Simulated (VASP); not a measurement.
# W (I4/mmm) in VASP: further runs

The runs below take W through single point, with r2SCAN.

All numbers are computed with VASP 6.6.1; they aren't measurements. Logs are shortened: lines on timing, memory, paths and dates and some standing lists are left out, and cuts for length are marked.

**1. The cell of the first run**

It takes space group I4/mmm (No. 139, tetragonal). The conventional cell has a = 2.914 Å, b = 2.914 Å, c = 4.060 Å, α = 90.00°, β = 90.00°, γ = 90.00°. W (site symmetry 4/mmm) has 12 W at 2.89 to 2.91 Å within 3.8 Å.

**2. Single point, r2SCAN (strain +0.015 along x and y, +0.000 along z)**

POSCAR reads:

```
W
1.0
    0.0000000000      2.0604500000      2.0300000000
    2.0604500000      0.0000000000      2.0300000000
    2.0604500000      2.0604500000      0.0000000000
W
1
Direct
    0.0000000000      0.0000000000      0.0000000000
```

INCAR.step1 reads:

```
ALGO = Normal
EDIFF = 1E-4
ENCUT = 520
GGA = PE
ISMEAR = 0
LASPH = True
LCHARG = False
LREAL = False
LWAVE = True
NBANDS = 13
NELM = 80
PREC = Accurate
SIGMA = 0.15
```

INCAR.step2 reads:

```
ALGO = Normal
EDIFF = 1E-6
ENCUT = 520
ISIF = 2
ISMEAR = 0
ISTART = 1
LASPH = True
LCHARG = False
LMIXTAU = True
LREAL = False
LWAVE = False
METAGGA = R2SCAN
NBANDS = 13
NELM = 80
PREC = Accurate
SIGMA = 0.15
```

KPOINTS reads:

```
k-points
0
Gamma
  20 20 20
```

Potentials or basis: VASP PAW PBE potentials, release 64 (W_sv).

On the command line:

```console
$ cat potpaw_PBE.64/W_sv/POTCAR > POTCAR
$ cp INCAR.step1 INCAR
$ mpirun -np 1 vasp_std > vasp.out
$ cp INCAR.step2 INCAR
$ mpirun -np 1 vasp_std > vasp.out
```

OUTCAR:

```text
EDIFF = 1E-6
   ENCUT = 520
   ISIF = 2
   ISMEAR = 0
   ISTART = 1
   LASPH = True
   LREAL = False
   METAGGA = R2SCAN
   NELM = 80
   PREC = Accurate

 ion  position               nearest neighbor table
   1  0.000  0.000  0.000-

  LATTYP: Found a body centered tetragonal cell.
 ALAT       =     2.9139163346
 C/A-ratio  =     1.3933138546

  Lattice vectors:

 A1 = (   0.0000000000,  -2.0604500000,  -2.0300000000)
 A2 = (   0.0000000000,   2.0604500000,  -2.0300000000)
 A3 = (   2.0604500000,   0.0000000000,   2.0300000000)

Analysis of symmetry for initial positions (statically):
=====================================================================
 Subroutine PRICEL returns:
 Original cell was already a primitive cell.

 Routine SETGRP: Setting up the symmetry group for a
 body centered tetragonal supercell.

 Subroutine GETGRP returns: Found 16 space group operations
 (whereof 16 operations were pure point group operations)
 out of a pool of 16 trial point group operations.

The static configuration has the point symmetry D_4h.

Analysis of symmetry for dynamics (positions and initial velocities):
=====================================================================
 Subroutine PRICEL returns:
 Original cell was already a primitive cell.

 Routine SETGRP: Setting up the symmetry group for a
 body centered tetragonal supercell.

 Subroutine GETGRP returns: Found 16 space group operations
 (whereof 16 operations were pure point group operations)
 out of a pool of 16 trial point group operations.

The dynamic configuration has the point symmetry D_4h.

 Subroutine INISYM returns: Found 16 space group operations
 (whereof 16 operations are pure point group operations),
 and found     1 'primitive' translations

----------------------------------------------------------------------------------------

                                     Primitive cell

  volume of cell :      17.2365

  direct lattice vectors                    reciprocal lattice vectors
     0.000000000  2.060450000  2.030000000    -0.242665437  0.242665437  0.246305419
     2.060450000  0.000000000  2.030000000     0.242665437 -0.242665437  0.246305419
     2.060450000  2.060450000  0.000000000     0.242665437  0.242665437 -0.246305419

  length of vectors
     2.892465074  2.892465074  2.913916335     0.422420866  0.422420866  0.422420866

  position of ions in fractional coordinates (direct lattice)
     0.000000000  0.000000000  0.000000000

  ion indices of the primitive-cell ions
   primitive index   ion index
                 1           1

----------------------------------------------------------------------------------------

 KPOINTS: k-points

Automatic generation of k-mesh.
 Grid dimensions read from file:
 generate k-points for:   20   20   20

 Generating k-lattice:

  Cartesian coordinates                     Fractional coordinates (reciprocal lattice)
    -0.012133272  0.012133272  0.012315271     0.050000000  0.000000000  0.000000000
     0.012133272 -0.012133272  0.012315271     0.000000000  0.050000000  0.000000000
     0.012133272  0.012133272 -0.012315271     0.000000000  0.000000000  0.050000000

  Length of vectors
     0.021121043  0.021121043  0.021121043

  Shift w.r.t. Gamma in fractional coordinates (k-lattice)
     0.000000000  0.000000000  0.000000000

 Subroutine IBZKPT returns following result:
 ===========================================

 Found    641 irreducible k-points:

 Following reciprocal coordinates:
            Coordinates               Weight
  0.000000  0.000000  0.000000      1.000000
  0.050000  0.000000  0.000000      8.000000
  0.100000 -0.000000  0.000000      8.000000
  0.150000  0.000000  0.000000      8.000000
  0.200000 -0.000000  0.000000      8.000000
  0.250000 -0.000000  0.000000      8.000000
[... 16 lines left out ...]
 -0.400000  0.050000  0.000000      8.000000
 -0.350000  0.050000  0.000000      8.000000
 [... further k-points ...]
   k-points           NKPTS =    641   k-points in BZ     NKDIM =    641   number of bands    NBANDS=     13
   number of dos      NEDOS =    301   number of ions     NIONS =      1
   total plane-waves  NPLWV =  13824
   dimension x,y,z NGX =    24 NGY =   24 NGZ =   24
   dimension x,y,z NGXF=    48 NGYF=   48 NGZF=   48
   ions per type =               1
   NGX,Y,Z   is equivalent  to a cutoff of  13.79, 13.79, 13.69 a.u.
   NGXF,Y,Z  is equivalent  to a cutoff of  27.59, 27.59, 27.39 a.u.
 SYSTEM =  unknown system
   PREC   = accura    normal or accurate (medium, high low for compatibility)
   ISTART =      1    job   : 0-new  1-cont  2-samecut
   ICHARG =      0    charge: 1-file 2-atom 10-const
   ISPIN  =      1    spin polarized calculation?
   LNONCOLLINEAR =      F non collinear calculations
   LSORBIT =      F    spin-orbit coupling
   LASPH  =      T    aspherical Exc in radial PAW
   ENCUT  =  520.0 eV  38.22 Ry    6.18 a.u.   5.38  5.38  5.42*2*pi/ulx,y,z
   NELM   =     80;   NELMIN=  2; NELMDL=  0     # of ELM steps
   EDIFF  = 0.1E-05   stopping-criterion for ELM
   LREAL  =      F    real-space projection
   EDIFFG = 0.1E-04   stopping-criterion for IOM
   NSW    =      0    number of steps for IOM
   IBRION =     -1    ionic relax: 0-MD 1-quasi-New 2-CG
   NFREE  =      0    steps in history (QN), initial steepest desc. (CG)
   ISIF   =      2    stress and relaxation
   ISYM   =      2    0-nonsym 1-usesym 2-fastsym
   POTIM  = 0.5000    time-step for ionic-motion
   TEBEG  =    0.0;   TEEND  =   0.0 temperature during run
   PSTRESS=    0.0 pullay stress
   NELECT =      14.0000    total number of electrons
   NUPDOWN=      -1.0000    fix difference up-down
   EMIN   =  10.00;   EMAX   =-10.00  energy-range for DOS
   EFERMI =   0.00;   METHOD = LEGACY
   ISMEAR =     0;   SIGMA  =   0.15  broadening in eV -4-tet -1-fermi 0-gaus
   EFERMI_NEDOS =   21; number of points for ismear=-14 and -15
   IALGO  =     38    algorithm
   IMIX   =      4    mixing-type and parameters
     AMIX     =   0.40;   BMIX     =  1.00
     AMIX_MAG =   1.60;   BMIX_MAG =  1.00
  volume/ion in A,a.u.               =      17.24       116.32
  Fermi-wavevector in a.u.,A,eV,Ry     =   1.527452  2.886465 31.743865  2.333108
  Thomas-Fermi vector in A             =   2.635346
   LORBIT       =      0    0 simple, 1 ext, 2 COOP (PROOUT), +10 PAW based schemes
   METAGGA = R2SCAN    functional components
   LHFCALC =     F    Hartree Fock is set to
   AEXX    =    0.0000 exact exchange contribution
   IVDW    =     0    specifies the selected vdW correction
   LEPSILON=     F    determine dielectric tensor
   LRPA    =     F    only Hartree local field effects (RPA)
 non-spin polarized calculation
 Gauss-broadening in eV      SIGMA  =   0.15
  energy-cutoff  :      520.00
  volume of cell :       17.24
 maximum number of plane-waves:       487
 NGX is ok and might be reduce to    24
   NGX = 11   NGY = 11   NGZ = 11

 number of electron      14.0000000 magnetization

 Free energy of the ion-electron system (eV)
  ---------------------------------------------------
  ext. energy  EPLUGINS =         0.00000000
  ---------------------------------------------------
  free energy    TOTEN  =       -50.75735941 eV

  energy without entropy =      -50.74269483  energy(sigma->0) =      -50.75002712

 E-fermi :   9.6977     XC(G=0): -14.4213

 val. band max:        9.6970119113   @ k =  -0.1500   0.1000   0.0500
 cond. band min:       9.6989008824   @ k =   0.2000   0.0500   0.0000
 fundamental gap:      0.0018889711
 Fermi energy:         9.6976807925

 k-point     1 :       0.0000    0.0000    0.0000
  band No.  band energies     occupation
      1     -66.0410      2.00000
      2     -29.0415      2.00000
      3     -29.0415      2.00000
      4     -29.0277      2.00000
      5       0.4604      2.00000
      6       9.0775      2.00000
      7       9.0775      2.00000
      8       9.3007      1.99982
      9      12.1612      0.00000
     10      12.4697      0.00000
     11      22.9879      0.00000
     12      28.2344      0.00000
     13      28.2344      0.00000

 k-point     2 :       0.0500    0.0000    0.0000
  band No.  band energies     occupation
      1     -66.0387      2.00000
      2     -29.0651      2.00000
      3     -29.0452      2.00000
      4     -29.0342      2.00000
      5       0.5692      2.00000
      6       9.0245      2.00000
      7       9.1283      2.00000
      8       9.3179      1.99966
      9      12.1187      0.00000
     10      12.4207      0.00000
     11      23.2074      0.00000
     12      27.8095      0.00000
     13      28.4332      0.00000

 k-point     3 :       0.1000   -0.0000    0.0000
  band No.  band energies     occupation
      1     -66.0319      2.00000
      2     -29.1418      2.00000
      3     -29.0560      2.00000
      4     -29.0445      2.00000
      5       0.8870      2.00000
      6       8.8191      2.00000
      7       9.2647      1.99996
      8       9.4303      1.98831
      9      12.0183      0.00000
     10      12.2997      0.00000
     11      23.8149      0.00000
     12      26.7445      0.00000
     13      29.0135      0.00000

 k-point     4 :       0.1500    0.0000    0.0000
  band No.  band energies     occupation
      1     -66.0213      2.00000
      2     -29.2611      2.00000
      3     -29.0728      2.00000
      4     -29.0590      2.00000
      5       1.3867      2.00000
      6       8.5217      2.00000
      7       9.4326      1.98755
      8       9.6015      1.63533
      9      11.9415      0.00000
     10      12.1835      0.00000
     11      24.5395      0.00000
     12      25.7628      0.00000
     13      29.9328      0.00000

 k-point     5 :       0.2000   -0.0000    0.0000
  band No.  band energies     occupation
      1     -66.0080      2.00000
      2     -29.4092      2.00000
      3     -29.0939      2.00000
      4     -29.0771      2.00000
      5       2.0174      2.00000
      6       8.2392      2.00000
      7       9.5385      1.86664
      8       9.7308      0.75456
      9      12.0107      0.00000
     10      12.1914      0.00000
     11      24.1253      0.00000
     12      26.0752      0.00000
     13      31.1317      0.00000
[... 257 lines left out ...]
 k-point    22 :      -0.4500    0.0500    0.0000
  band No.  band energies     occupation
      1     -65.9448      2.00000
      2     -30.0526      2.00000
      3     -29.1916      2.00000
      4     -29.1810      2.00000
      5       4.1398      2.00000
      6       8.9764      2.00000
      7       8.9866      2.00000
      8       9.8069      0.30327
      9      14.4420      0.00000
     10      14.7790      0.00000
     11      19.8348      0.00000
     12      22.9321      0.00000
     13      28.7406      0.00000

 k-point    23 :      -0.4000    0.0500    0.0000
  band No.  band energies     occupation
      1     -65.9503      2.00000
      2     -29.9978      2.00000
      3     -29.1789      2.00000
      4     -29.1780      2.00000
      5       4.0814      2.00000
      6       9.0120      2.00000
      7       9.0619      2.00000
      8       9.3745      1.99769
      9      13.9465      0.00000
     10      14.5528      0.00000
     11      20.4887      0.00000
     12      23.4437      0.00000
     13      29.1782      0.00000

 k-point    24 :      -0.3500    0.0500    0.0000
  band No.  band energies     occupation
      1     -65.9598      2.00000
      2     -29.9016      2.00000
      3     -29.1686      2.00000
      4     -29.1606      2.00000
      5       3.9131      2.00000
      6       8.6239      2.00000
      7       9.2021      2.00000
      8       9.2936      1.99986
      9      13.2964      0.00000
     10      14.1030      0.00000
     11      21.3463      0.00000
     12      24.4367      0.00000
     13      30.0728      0.00000

 [... further k-points ...]
[... 5 lines left out ...]
  --------------------------------------------------------------------------------------
  -------------------------------------------------------------------------------------
  Total       -1.4147305     -1.4147305     -2.1290385      0.0000000      0.0000000     -0.0000000
  in kB     -131.5025310   -131.5025310   -197.8991389      0.0000000      0.0000000     -0.0000000
  external PRESSURE =    -153.6347337 kB  Pullay stress =       0.0000000 kB

 VOLUME and BASIS-vectors are now :
 -----------------------------------------------------------------------------
  energy-cutoff  :      520.00
  volume of cell :       17.24
      direct lattice vectors                 reciprocal lattice vectors
     0.000000000  2.060450000  2.030000000    -0.242665437  0.242665437  0.246305419
     2.060450000  0.000000000  2.030000000     0.242665437 -0.242665437  0.246305419
     2.060450000  2.060450000  0.000000000     0.242665437  0.242665437 -0.246305419

 POSITION                                       TOTAL-FORCE (eV/Angst)
 -----------------------------------------------------------------------------------
      0.00000      0.00000      0.00000         0.000000      0.000000      0.000000
 -----------------------------------------------------------------------------------
    total drift:                                0.000000      0.000000      0.000000

  FREE ENERGIE OF THE ION-ELECTRON SYSTEM (eV)
  ---------------------------------------------------
  free  energy   TOTEN  =       -50.7573594061 eV

  energy  without entropy=      -50.7426948261  energy(sigma->0) =      -50.75002712
```

It took 6.7 min on 1 thread of Intel Xeon 8259CL, shared host; peak memory 0.26 GiB.

What came out:

```yaml
Free_energy: -50.7574 eV
Pressure: -15.4 GPa
Band_gap_on_the_k_mesh: zero (bands 7 and 8 overlap by 3.46 eV)
```

Caveat: the cell differs from its parent crystal (strain +0.015 along x and y, +0.000 along z); the cell stands under tension; the PAW data sets were made with another functional, which shifts forces and pressure a little; spin-orbit coupling is left out, which moves the levels of the heavy elements.

**3. Single point, r2SCAN (strain +0.030 along x and y, +0.000 along z)**

POSCAR reads:

```
W
1.0
    0.0000000000      2.0909000000      2.0300000000
    2.0909000000      0.0000000000      2.0300000000
    2.0909000000      2.0909000000      0.0000000000
W
1
Direct
    0.0000000000      0.0000000000      0.0000000000
```

INCAR.step1 reads:

```
SYSTEM = W
PREC = Accurate
ENCUT = 520
ISMEAR = 0
SIGMA = 0.15
LREAL = .FALSE.
LASPH = .TRUE.
NELM = 100
NBANDS = 13
GGA = PE
ALGO = Normal
EDIFF = 1E-4
LWAVE = .TRUE.
LCHARG = .FALSE.
```

INCAR.step2 reads:

```
SYSTEM = W
PREC = Accurate
ENCUT = 520
EDIFF = 1E-6
ISMEAR = 0
SIGMA = 0.15
LREAL = .FALSE.
LASPH = .TRUE.
NELM = 100
ALGO = Normal
ISIF = 2
LWAVE = .FALSE.
LCHARG = .FALSE.
METAGGA = R2SCAN
LMIXTAU = .TRUE.
NBANDS = 13
ISTART = 1
```

KPOINTS reads:

```
regular mesh
0
G
  20 20 20
  0 0 0
```

Potentials or basis: VASP PAW PBE potentials, release 64 (W_sv).

On the command line:

```console
$ cat potpaw_PBE.64/W_sv/POTCAR > POTCAR
$ cp INCAR.step1 INCAR
$ mpirun -np 1 vasp_std > vasp.out
$ cp INCAR.step2 INCAR
$ mpirun -np 1 vasp_std > vasp.out
```

Wall time 6 min (1 thread of Intel Xeon 8259CL, shared host); peak memory 0.27 GiB.

Results (log left out):

- Free energy: -50.7075 eV
- Pressure: -21.9 GPa
- Band gap on the k mesh: zero (bands 7 and 8 overlap by 3.40 eV)

Stress tensor (GPa, compression positive):
```
-18.06   0.00   0.00
  0.00 -18.06   0.00
  0.00   0.00 -29.70
```

Levels at points of the mesh, in eV from the Fermi level:
```
           k point  band 3  band 4  band 5  band 6  band 7  band 8  band 9  band 10  band 11  band 12
(0.00, 0.00, 0.00)  -38.86  -38.84   -9.11   -0.68   -0.68   -0.25    2.20     2.78    13.23    18.17
(0.50, 0.00, 0.00)  -39.01  -38.96   -5.52   -0.90   -0.42    0.20    4.58     4.78     9.62    12.82
(0.50, 0.50, 0.00)  -39.24  -39.24   -5.16   -4.36    2.95    4.68    5.28     5.28    11.25    11.25
(0.50, 0.00, 0.50)  -39.19  -39.16   -5.24   -4.32    2.36    4.73    5.09     5.44    11.57    11.96
```

Caveat: the cell differs from its parent crystal (strain +0.030 along x and y, +0.000 along z); the cell stands under tension; the PAW data sets were made with another functional, which shifts forces and pressure a little; spin-orbit coupling is left out, which moves the levels of the heavy elements.

**4. Single point, r2SCAN (strain +0.015 along x and y, +0.030 along z)**

POSCAR reads:

```
W
1.0
    0.0000000000      2.0604500000      2.0909000000
    2.0604500000      0.0000000000      2.0909000000
    2.0604500000      2.0604500000      0.0000000000
W
1
Direct
    0.0000000000      0.0000000000      0.0000000000
```

INCAR.step1 reads:

```
  ALGO = Normal
  EDIFF = 1E-4
  ENCUT = 520
  GGA = PE
  ISMEAR = 0
  LASPH = T
  LCHARG = F
  LREAL = F
  LWAVE = T
  NBANDS = 13
  NELM = 100
  PREC = Accurate
  SIGMA = 0.15
```

INCAR.step2 reads:

```
  ALGO = Normal
  EDIFF = 1E-7
  ENCUT = 520
  ISIF = 2
  ISMEAR = 0
  ISTART = 1
  LASPH = T
  LCHARG = F
  LMIXTAU = T
  LREAL = F
  LWAVE = F
  METAGGA = R2SCAN
  NBANDS = 13
  NELM = 100
  PREC = Accurate
  SIGMA = 0.15
```

KPOINTS reads:

```
k-points
0
Gamma
  20 20 20
```

On the command line:

```console
$ cat potpaw_PBE.64/W_sv/POTCAR > POTCAR
$ cp INCAR.step1 INCAR
$ mpirun -np 1 vasp_std > vasp.out
$ cp INCAR.step2 INCAR
$ mpirun -np 1 vasp_std > vasp.out
```

It took 7.2 min on 1 thread of Intel Xeon 8259CL, shared host; peak memory 0.27 GiB.

The run converged. Its results:

- Free energy: -50.6968 eV
- Pressure: -21.9 GPa
- Band gap on the k mesh: zero (bands 7 and 8 overlap by 3.12 eV)

Stress tensor (GPa, compression positive):
```
-23.79   0.00   0.00
  0.00 -23.79   0.00
  0.00   0.00 -18.14
```

Levels at points of the mesh, in eV from the Fermi level:
```csv
k point,band 5,band 6,band 7,band 8,band 9,band 10
"(0.00, 0.00, 0.00)",-9.08,-0.66,-0.45,-0.45,2.37,2.67
"(0.50, 0.00, 0.00)",-5.49,-0.76,-0.52,0.22,4.65,4.75
"(0.50, 0.50, 0.00)",-5.21,-4.31,2.38,4.78,5.29,5.29
"(0.50, 0.00, 0.50)",-5.18,-4.32,2.67,4.73,5.20,5.39
```

Caveat: the cell differs from its parent crystal (strain +0.015 along x and y, +0.030 along z); the cell stands under tension; the PAW data sets were made with another functional, which shifts forces and pressure a little; spin-orbit coupling is left out, which moves the levels of the heavy elements.

**5. The runs side by side**

| cell | gap on the mesh (eV) | pressure (GPa) |
| --- | --- | --- |
| a = 2.892, b = 2.892, c = 2.914 Å, angles 59.8, 59.8, 60.5°, 1 atom | none | -15.4 |
| a = 2.914, b = 2.914, c = 2.957 Å, angles 59.5, 59.5, 61.0°, 1 atom | none | -21.9 |
| a = 2.936, b = 2.936, c = 2.914 Å, angles 60.2, 60.2, 59.5°, 1 atom | none | -21.9 |

Alike in all rows: task single point; level r2SCAN; potentials or basis VASP PAW PBE potentials, release 64 (W_sv); no spin polarisation; k mesh 20 × 20 × 20; cutoff (eV) 520; smearing gaussian 0.15 eV.

Caveats: the cell stands under tension; the PAW data sets were made with another functional, which shifts forces and pressure a little; spin-orbit coupling is left out, which moves the levels of the heavy elements.

Absolute energies hang on the potentials; compare differences alone.
